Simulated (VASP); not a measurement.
**Al3GaN4: single point with PBEsol**

The system is Al3GaN4.

```
CELL_PARAMETERS angstrom
5.44688 0.00000 0.00011
0.00000 3.38048 0.00000
-0.00350 0.00000 4.98455
ATOMIC_POSITIONS crystal
Al 0.50023 0.50000 0.16733
Al 0.00092 0.50000 0.83481
Al 0.00109 0.00000 0.33169
Ga 0.49942 0.00000 0.66620
N 0.11117 0.00000 0.66633
N 0.12245 0.50000 0.16716
N 0.62512 0.50000 0.84019
N 0.62319 0.00000 0.32629
```

This cell differs from its parent crystal: strain +0.080 along x and y, -0.080 along z.

* Program: VASP 6.6.1
* Task: single point
* Functional: PBEsol
* Potentials or basis: VASP PAW PBE potentials, release 64 (Al, Ga_d, N)
* Cutoff: 520 eV
* k mesh: 6 × 8 × 4
* Occupations: gaussian, width 0.05 eV
* Spin: no spin polarisation

```json
{
 "Pressure": "-7.6 GPa",
 "Largest force": "2.131 eV/Å",
 "Band gap on the k mesh": "2.27 eV"
}
```

Forces on the atoms (eV/Å):
```
Al  -0.761  0.000  1.693
Al  -0.738  0.000 -1.659
Al  -0.667  0.000 -1.796
Ga  -0.615  0.000  1.684
N    0.588  0.000  2.039
N    0.718  0.000  1.784
N    0.882  0.000 -1.940
N    0.592  0.000 -1.806
```

Stress tensor (GPa, compression positive):
```
-25.62   0.00  -0.15
  0.00 -23.08   0.00
 -0.15   0.00  25.92
```

Levels at points of the mesh, in eV from the valence-band top:
| k point | band 17 | band 18 | band 19 | band 20 | band 21 | band 22 | band 23 | band 24 | band 25 | band 26 |
| --- | --- | --- | --- | --- | --- | --- | --- | --- | --- | --- |
| (0.00, 0.00, 0.00) | -1.10 | -0.73 | -0.46 | -0.43 | 0.00 | 2.27 | 3.93 | 4.48 | 5.32 | 6.34 |
| (0.50, 0.00, 0.00) | -1.56 | -0.97 | -0.60 | -0.42 | -0.15 | 3.53 | 3.96 | 4.64 | 5.08 | 7.12 |
| (0.00, 0.50, 0.00) | -2.86 | -2.24 | -2.20 | -1.56 | -1.47 | 4.96 | 4.98 | 6.26 | 6.77 | 8.37 |
| (0.50, 0.50, 0.00) | -2.99 | -1.73 | -1.70 | -1.68 | -1.55 | 5.05 | 5.62 | 5.64 | 5.81 | 7.65 |
| (0.00, 0.00, 0.50) | -2.18 | -1.28 | -1.05 | -0.91 | -0.65 | 4.11 | 4.36 | 5.69 | 6.10 | 7.26 |
| (0.50, 0.00, 0.50) | -1.84 | -1.83 | -1.80 | -1.72 | -1.51 | 4.61 | 5.03 | 5.20 | 5.30 | 7.36 |
| (0.00, 0.50, 0.50) | -2.13 | -1.41 | -1.40 | -0.64 | -0.47 | 4.65 | 4.81 | 5.95 | 6.19 | 6.35 |
| (0.50, 0.50, 0.50) | -1.78 | -1.10 | -1.08 | -1.06 | -0.88 | 3.86 | 4.32 | 4.42 | 4.45 | 7.52 |

It took 2.7 min on 1 thread of Intel(R) Xeon(R) Platinum 8488C (Sapphire Rapids), with other jobs on the host, peak memory 0.31 GiB.

Caveat: the cell differs from its parent crystal (strain +0.080 along x and y, -0.080 along z); the cell stands under tension; the PAW data sets were made with another functional, which shifts forces and pressure a little.
